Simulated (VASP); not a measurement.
A run of VASP 6.6.1 is set up as follows.

File POSCAR:

```
Sb
1.0
    3.5000000000      0.0000000000      0.0000000000
   -1.7500000000      3.0310889132      0.0000000000
    0.0000000000      0.0000000000      5.7155000000
Sb
2
Direct
    0.3333333333      0.6666666667      0.2500000000
    0.6666666667      0.3333333333      0.7500000000
```

INCAR.step1

```
PREC = Accurate ; ENCUT = 600
ISMEAR = 0 ; SIGMA = 0.1
LREAL = False ; LASPH = True
NELM = 60 ; GGA = PE
ALGO = Normal ; EDIFF = 1E-4
LWAVE = True ; LCHARG = False
```

The input INCAR.step2:

```
PREC = Accurate ; ENCUT = 600
EDIFF = 1E-6 ; ISMEAR = 0
SIGMA = 0.1 ; LREAL = False
LASPH = True ; NELM = 60
ALGO = Normal ; ISIF = 3
LWAVE = False ; LCHARG = False
METAGGA = R2SCAN ; LMIXTAU = True
IBRION = 2 ; NSW = 80
EDIFFG = -0.02 ; ISTART = 1
```

The input KPOINTS:

```
Automatic mesh
0
Gamma
  7 7 4
```

Potentials or basis: VASP PAW PBE potentials, release 64 (Sb).

The run is started by

```console
$ cat potpaw_PBE.64/Sb/POTCAR > POTCAR
$ cp INCAR.step1 INCAR
$ mpirun -np 1 vasp_std > vasp.out
$ cp INCAR.step2 INCAR
$ mpirun -np 1 vasp_std > vasp.out
```

Task: Estimate the relaxed cell.

Result: a = 3.384 Å, b = 3.384 Å, c = 5.451 Å, α = 90.00°, β = 90.00°, γ = 120.00°.

Task: Predict the band gap on the k mesh.

Result: Zero (band 5 reaches 12.86 eV, above the bottom of band 6 at 5.66 eV).

Task: Predict the relaxed volume.

Result: 27.03 Å³/atom.

Step by step:
```
step  energy change (eV)  largest force (eV/Å)  pressure (GPa)  volume (Å³)
   1              0.0000                0.0000           -5.52        60.63
   2             -0.1072                0.0000            2.87        51.92
   3             -0.1260                0.0000            0.05        54.10
   4             -0.1260                0.0000           -0.10        54.22
   5             -0.1262                0.0000           -0.11        54.24
   6             -0.1263                0.0000           -0.12        54.24
   7             -0.1264                0.0000            0.08        54.07
```

Caveat: the PAW data sets were made with another functional, which shifts forces and pressure a little; spin-orbit coupling is left out, which moves the levels of the heavy elements.
